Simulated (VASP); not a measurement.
Here is a VASP 6.6.1 calculation.

Contents of INCAR:

```
  ALGO = Normal
  EDIFF = 1E-7
  ENCUT = 520
  GGA = RP
  ISIF = 2
  ISMEAR = 0
  ISPIN = 2
  LASPH = True
  LCHARG = False
  LMAXMIX = 4
  LORBIT = 11
  LREAL = False
  LWAVE = False
  MAGMOM = 0.05 0.05 0 0
  NBANDS = 27
  NELM = 150
  PREC = Accurate
  SIGMA = 0.05
```

KPOINTS

```
k-points
0
Gamma
  8 8 6
```

File POSCAR:

```
NiSb
1.0
    4.0352053078      0.0000000000      0.0000000000
   -2.0176026539      3.4945903060      0.0000000000
    0.0000000000      0.0000000000      5.2439290627
Ni Sb
2 2
Direct
    0.0000000000      0.0000000000      0.0000000000
    0.0000000000      0.0000000000      0.5000000000
    0.3333333333      0.6666666667      0.2500000000
    0.6666666667      0.3333333333      0.7500000000
```

Potentials or basis: VASP PAW PBE potentials, release 64 (Ni, Sb).

Command:

```bash
$ cat potpaw_PBE.64/Ni/POTCAR potpaw_PBE.64/Sb/POTCAR > POTCAR
$ mpirun -np 1 vasp_std > vasp.out
```

Question: What does it give for the net moment?

Answer: 0.00 μB per cell.

Question: Predict the pressure.

Answer: -2.1 GPa.

Stress tensor (GPa, compression positive):
```
-2.17  0.00  0.00
 0.00 -2.17  0.00
 0.00  0.00 -1.91
```

Caveat: the PAW data sets were made with another functional, which shifts forces and pressure a little.
